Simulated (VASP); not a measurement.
# SnTe (Fmm2) in VASP: single point with LDA

Aim: the single point of SnTe with LDA.

Program: VASP 6.6.1. These are calculated values, not measurements. Logs are shortened: lines on timing, memory, paths and dates and some standing lists are left out, and cuts for length are marked.

### Step 1. The cell of the first run

The structure is orthorhombic, space group Fmm2 (No. 42). The conventional cell has a = 6.019 Å, b = 6.674 Å, c = 6.019 Å, α = 90.00°, β = 90.00°, γ = 90.00°. Sn (site symmetry mm2) has 6 Te at 2.80 to 3.34 Å within 3.7 Å. Te (site symmetry mm2) has 6 Sn at 2.80 to 3.34 Å within 3.7 Å.

### Step 2. Single point, LDA (atoms displaced along a vibrational mode, the cell strained)

INCAR

```
PREC = Accurate ; ENCUT = 520
EDIFF = 1E-7 ; ISMEAR = 0
SIGMA = 0.03 ; LREAL = F
LASPH = T ; NELM = 100
ALGO = Normal ; ISIF = 2
LWAVE = F ; LCHARG = T
GGA = CA ; LELF = T
LVHAR = T ; NBANDS = 17
```

KPOINTS

```
Automatic mesh
0
Gamma
  10 10 10
```

POSCAR

```
SnTe
1.0
    0.0000000000      3.0094092235      3.3368578955
    3.0094092235      0.0000000000      3.3368578955
    3.0094092235      3.0094092235      0.0000000000
Sn Te
1 1
Direct
    0.0181654424     -0.0181654424     -0.0181654424
    0.4831001593      0.5168998407      0.5168998407
```

Potentials or basis: VASP PAW LDA potentials, release 64 (Sn_d, Te).

Run with:

```sh
$ cat potpaw_LDA.64/Sn_d/POTCAR potpaw_LDA.64/Te/POTCAR > POTCAR
$ mpirun -np 1 vasp_std > vasp.out
```

OUTCAR:

```text
PREC = Accurate
   ENCUT = 520
   EDIFF = 1E-7
   ISMEAR = 0
   LREAL = F
   LASPH = T
   NELM = 100
   ISIF = 2
   GGA = CA

 ion  position               nearest neighbor table
   1  0.018  0.982  0.982-   2 2.80   2 3.02   2 3.02   2 3.22   2 3.34   2 3.34
   2  0.483  0.517  0.517-   1 2.80   1 3.02   1 3.02   1 3.22   1 3.34   1 3.34

  LATTYP: Found a body centered tetragonal cell.
 ALAT       =     4.2559473386
 C/A-ratio  =     1.5680917220

  Lattice vectors:

 A1 = (  -3.0094092235,   0.0000000000,   3.3368578955)
 A2 = (   3.0094092235,   0.0000000000,   3.3368578955)
 A3 = (   0.0000000000,   3.0094092235,  -3.3368578955)

Analysis of symmetry for initial positions (statically):
=====================================================================
 Subroutine PRICEL returns:
 Original cell was already a primitive cell.

 Routine SETGRP: Setting up the symmetry group for a
 body centered tetragonal supercell.

 Subroutine GETGRP returns: Found  4 space group operations
 (whereof  4 operations were pure point group operations)
 out of a pool of 16 trial point group operations.

The static configuration has the point symmetry C_2v.

Analysis of symmetry for dynamics (positions and initial velocities):
=====================================================================
 Subroutine PRICEL returns:
 Original cell was already a primitive cell.

 Routine SETGRP: Setting up the symmetry group for a
 body centered tetragonal supercell.

 Subroutine GETGRP returns: Found  4 space group operations
 (whereof  4 operations were pure point group operations)
 out of a pool of 16 trial point group operations.

The dynamic configuration has the point symmetry C_2v.

 Subroutine INISYM returns: Found  4 space group operations
 (whereof  4 operations are pure point group operations),
 and found     1 'primitive' translations

----------------------------------------------------------------------------------------

                                     Primitive cell

  volume of cell :      60.4408

  direct lattice vectors                    reciprocal lattice vectors
     0.000000000  3.009409224  3.336857896    -0.166145566  0.166145566  0.149841562
[... 81 lines left out ...]
   LNONCOLLINEAR =      F non collinear calculations
   LSORBIT =      F    spin-orbit coupling
   LASPH  =      T    aspherical Exc in radial PAW
   ENCUT  =  520.0 eV  38.22 Ry    6.18 a.u.   8.35  8.35  7.91*2*pi/ulx,y,z
   NELM   =    100;   NELMIN=  2; NELMDL= -5     # of ELM steps
   EDIFF  = 0.1E-06   stopping-criterion for ELM
   LREAL  =      F    real-space projection
   EDIFFG = 0.1E-05   stopping-criterion for IOM
   NSW    =      0    number of steps for IOM
   IBRION =     -1    ionic relax: 0-MD 1-quasi-New 2-CG
   NFREE  =      0    steps in history (QN), initial steepest desc. (CG)
   ISIF   =      2    stress and relaxation
   ISYM   =      2    0-nonsym 1-usesym 2-fastsym
   POTIM  = 0.5000    time-step for ionic-motion
   TEBEG  =    0.0;   TEEND  =   0.0 temperature during run
   PSTRESS=    0.0 pullay stress
   NELECT =      20.0000    total number of electrons
   NUPDOWN=      -1.0000    fix difference up-down
   EMIN   =  10.00;   EMAX   =-10.00  energy-range for DOS
   EFERMI =   0.00;   METHOD = LEGACY
   ISMEAR =     0;   SIGMA  =   0.03  broadening in eV -4-tet -1-fermi 0-gaus
   EFERMI_NEDOS =   21; number of points for ismear=-14 and -15
   IALGO  =     38    algorithm
   IMIX   =      4    mixing-type and parameters
     AMIX     =   0.40;   BMIX     =  1.00
     AMIX_MAG =   1.60;   BMIX_MAG =  1.00
  volume/ion in A,a.u.               =      30.22       203.94
  Fermi-wavevector in a.u.,A,eV,Ry     =   1.132335  2.139802 17.445139  1.282182
  Thomas-Fermi vector in A             =   2.269035
   LORBIT       =      0    0 simple, 1 ext, 2 COOP (PROOUT), +10 PAW based schemes
   GGA     = CA    functional components
   LHFCALC =     F    Hartree Fock is set to
   AEXX    =    0.0000 exact exchange contribution
   IVDW    =     0    specifies the selected vdW correction
   LEPSILON=     F    determine dielectric tensor
   LRPA    =     F    only Hartree local field effects (RPA)
 non-spin polarized calculation
 Gauss-broadening in eV      SIGMA  =   0.03
  energy-cutoff  :      520.00
  volume of cell :       60.44
 maximum number of plane-waves:      1645
 NGX is ok and might be reduce to    36
   NGX = 17   NGY = 17   NGZ = 15

 number of electron      20.0000002 magnetization

 Free energy of the ion-electron system (eV)
  ---------------------------------------------------
  ext. energy  EPLUGINS =         0.00000000
  ---------------------------------------------------
  free energy    TOTEN  =        -8.61918373 eV

  energy without entropy =       -8.61904725  energy(sigma->0) =       -8.61911549

 E-fermi :   7.1165     XC(G=0):  -9.8678

 val. band max:        7.1164413991   @ k =  -0.4000   0.1000   0.2000
 cond. band min:       7.1935186504   @ k =  -0.2000   0.2000   0.0000
 fundamental gap:      0.0770772514
 Fermi energy:         7.1164823947

 k-point     1 :       0.0000    0.0000    0.0000
  band No.  band energies     occupation
      1     -14.6229      2.00000
      2     -14.5980      2.00000
      3     -14.5920      2.00000
      4     -14.5909      2.00000
      5     -14.5721      2.00000
      6      -6.0262      2.00000
[... 457 lines left out ...]
      4     -14.5843      2.00000
      5     -14.5736      2.00000
      6      -5.0547      2.00000
[... 9 lines left out ...]
     16      16.1748      0.00000
     17      16.8353      0.00000

 [... further k-points ...]

------------------------ aborting loop because EDIFF is reached ----------------------------------------

  FORCE on cell =-STRESS in cart. coord.  units (eV):
  Direction    XX          YY          ZZ          XY          YZ          ZX
  --------------------------------------------------------------------------------------
  -------------------------------------------------------------------------------------
  Total        2.9762773      2.1853531     -2.3670408      0.0000000      0.0000000      0.0000000
  in kB       78.8957793     57.9297956    -62.7460114      0.0000000      0.0000000      0.0000000
  external PRESSURE =      24.6931878 kB  Pullay stress =       0.0000000 kB

 VOLUME and BASIS-vectors are now :
 -----------------------------------------------------------------------------
  energy-cutoff  :      520.00
  volume of cell :       60.44
      direct lattice vectors                 reciprocal lattice vectors
     0.000000000  3.009409224  3.336857896    -0.166145566  0.166145566  0.149841562
     3.009409224  0.000000000  3.336857896     0.166145566 -0.166145566  0.149841562
     3.009409224  3.009409224  0.000000000     0.166145566  0.166145566 -0.149841562

 POSITION                                       TOTAL-FORCE (eV/Angst)
 -----------------------------------------------------------------------------------
      5.90948      3.00941      3.33686         0.550461      0.000000      0.000000
      3.11113      3.00941      3.33686        -0.550461      0.000000      0.000000
 -----------------------------------------------------------------------------------
    total drift:                               -0.000243      0.000015     -0.000030

  FREE ENERGIE OF THE ION-ELECTRON SYSTEM (eV)
  ---------------------------------------------------
  free  energy   TOTEN  =        -8.6191837253 eV

  energy  without entropy=       -8.6190472522  energy(sigma->0) =       -8.61911549
```

OSZICAR:

```text
N       E                     dE             d eps       ncg     rms          rms(c)
DAV:   1     0.128056317763E+03    0.12806E+03   -0.95210E+03  5857   0.140E+03
DAV:   2     0.338957240875E+01   -0.12467E+03   -0.12113E+03  6247   0.340E+02
DAV:   3    -0.833219703844E+01   -0.11722E+02   -0.11614E+02  7248   0.919E+01
DAV:   4    -0.867169187545E+01   -0.33949E+00   -0.33919E+00  7095   0.162E+01
DAV:   5    -0.868477495287E+01   -0.13083E-01   -0.13083E-01  8452   0.309E+00    0.575E+00
DAV:   6    -0.862820362059E+01    0.56571E-01   -0.95103E-02  7869   0.218E+00    0.359E+00
DAV:   7    -0.862012996691E+01    0.80737E-02   -0.45977E-02  7542   0.123E+00    0.606E-01
DAV:   8    -0.861915351167E+01    0.97646E-03   -0.71231E-03  7458   0.643E-01    0.190E-01
DAV:   9    -0.861918784293E+01   -0.34331E-04   -0.48527E-04  7032   0.155E-01    0.543E-02
DAV:  10    -0.861918356993E+01    0.42730E-05   -0.29846E-05  7574   0.414E-02    0.232E-02
DAV:  11    -0.861918393557E+01   -0.36564E-06   -0.65122E-06  7519   0.244E-02    0.427E-03
DAV:  12    -0.861918372698E+01    0.20859E-06   -0.94857E-07  7505   0.104E-02    0.221E-03
DAV:  13    -0.861918372527E+01    0.17062E-08   -0.12319E-07  4043   0.314E-03
   1 F= -.86191837E+01 E0= -.86191155E+01  d E =-.136473E-03
```

stdout:

```text
POSCAR found type information on POSCAR SnTe
 POSCAR found :  2 types and       2 ions
 scaLAPACK will be used
 LDA part: xc-table for (Slater(with rela. corr.)+CA(PZ))
 , standard interpolation
 POSCAR, INCAR and KPOINTS ok, starting setup
 FFT: planning ... GRIDC
 FFT: planning ... GRID_SOFT
 FFT: planning ... GRID
 WAVECAR not read
 entering main loop
```

Wall time 4.7 min (1 thread of Intel Xeon 8259CL, shared host); peak memory 0.3 GiB.

Results:

| Property | Result |
| --- | --- |
| Free energy | -8.6192 eV |
| Pressure | 2.5 GPa |
| Largest force | 0.550 eV/Å |
| Band gap on the k mesh | zero (bands 10 and 11 overlap by 0.08 eV) |

Forces on the atoms (eV/Å):
```
Sn   0.550  0.000  0.000
Te  -0.550  0.000  0.000
```

Levels at points of the mesh, in eV from the Fermi level:
| k point | band 7 | band 8 | band 9 | band 10 | band 11 | band 12 | band 13 | band 14 |
| --- | --- | --- | --- | --- | --- | --- | --- | --- |
| (0.00, 0.00, 0.00) | -4.47 | -2.61 | -2.48 | -1.49 | 1.83 | 3.48 | 4.43 | 5.10 |
| (0.50, 0.00, 0.00) | -8.55 | -2.10 | -1.83 | -0.35 | 0.27 | 0.70 | 0.92 | 7.67 |
| (0.50, 0.50, 0.00) | -5.93 | -5.65 | -3.68 | -3.64 | 2.05 | 5.61 | 5.62 | 5.65 |
| (0.50, 0.00, 0.50) | -6.75 | -5.87 | -4.42 | -3.30 | 1.71 | 4.01 | 6.54 | 7.19 |
| (0.00, 0.50, 0.50) | -7.17 | -5.38 | -4.52 | -3.37 | 2.05 | 3.73 | 6.39 | 7.31 |

Caveat: the cell differs from its parent crystal (atoms displaced along a vibrational mode, the cell strained); the stress differs along the axes, from -6 to 8 GPa; semilocal functionals underestimate gaps, and a narrow one can read as zero; spin-orbit coupling is left out, which moves the levels of the heavy elements.

The gap in the log of VASP goes by the Fermi energy; the results here count the filled bands.